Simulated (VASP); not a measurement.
A run of VASP 6.6.1:

File INCAR:

```
SYSTEM = EuIr2
  ALGO = Normal
  EDIFF = 1E-7
  ENCUT = 520
  GGA = PS
  ISIF = 2
  ISMEAR = -1
  ISPIN = 2
  LASPH = .TRUE.
  LCHARG = .FALSE.
  LMAXMIX = 6
  LORBIT = 11
  LREAL = .FALSE.
  LWAVE = .FALSE.
  MAGMOM = 7 7 0 0 0 0
  NBANDS = 48
  NELM = 150
  PREC = Accurate
  SIGMA = 0.1
```

The input KPOINTS:

```
k-points
0
G
  5 5 5
  0 0 0
```

File POSCAR:

```
EuIr2
1.0
    0.0000000000      3.8672983392      3.8672983392
    3.8672983392      0.0000000000      3.8672983392
    3.8672983392      3.8672983392      0.0000000000
Eu Ir
2 4
Direct
    0.7500000000      0.7500000000      0.7500000000
    0.5000000000      0.5000000000      0.5000000000
    0.1250000000      0.6250000000      0.1250000000
    0.1250000000      0.1250000000      0.6250000000
    0.6250000000      0.1250000000      0.1250000000
    0.1250000000      0.1250000000      0.1250000000
```

Potentials or basis: VASP PAW PBE potentials, release 64 (Eu, Ir).

The run is started by

```bash
$ cat potpaw_PBE.64/Eu/POTCAR potpaw_PBE.64/Ir/POTCAR > POTCAR
$ mpirun -np 1 vasp_std > vasp.out
```

Hardware: 1 thread of Oxide Virtual Turin-like Processor, on a shared host.

Estimate the wall time of this run.

It took 27 min on 1 thread of Oxide Virtual Turin-like Processor, with other jobs on the host, peak memory 0.35 GiB. Counts: scf iterations 60, k points 10.
